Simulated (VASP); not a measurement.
C: single point with BLYP

The system is C.

```
C
1.0
     1.80324    0.00000    0.00000
     0.00000    1.80324    0.00000
     0.00000    0.00000    1.80324
C
1
Direct
  0.00000 0.00000 0.00000
```

* Program: VASP 6.6.1
* Task: single point
* Functional: BLYP
* Potentials or basis: VASP PAW PBE potentials, release 64 (C)
* Cutoff: 520 eV
* k mesh: 16 × 16 × 16
* Occupations: fermi-dirac, width 0.1 eV
* Spin: no spin polarisation
* Dipole correction: no
* Further INCAR settings: ALGO = Normal; EDIFF = 1e-06; NBANDS = 8

| Item | Value |
| --- | --- |
| Pressure | 0.3 GPa |
| Band gap on the k mesh | zero (band 2 reaches 19.20 eV, above the bottom of band 3 at 7.33 eV) |

Levels at points of the mesh, in eV from the Fermi level:
| k point | band 1 | band 2 | band 3 | band 4 | band 5 |
| --- | --- | --- | --- | --- | --- |
| (0.00, 0.00, 0.00) | -21.11 | 8.78 | 8.78 | 8.78 | 25.34 |
| (0.50, 0.00, 0.00) | -12.29 | -11.30 | 11.80 | 11.80 | 29.25 |
| (0.50, 0.50, 0.00) | -5.65 | -5.65 | -3.09 | 9.07 | 14.25 |
| (0.50, 0.50, 0.50) | -1.00 | -1.00 | -1.00 | 7.31 | 17.83 |

Run time: 3.8 s on 1 thread of Intel Xeon 6975P-C (shared host), peak memory 0.11 GiB.

Caveat: the PAW data sets were made with another functional, which shifts forces and pressure a little.
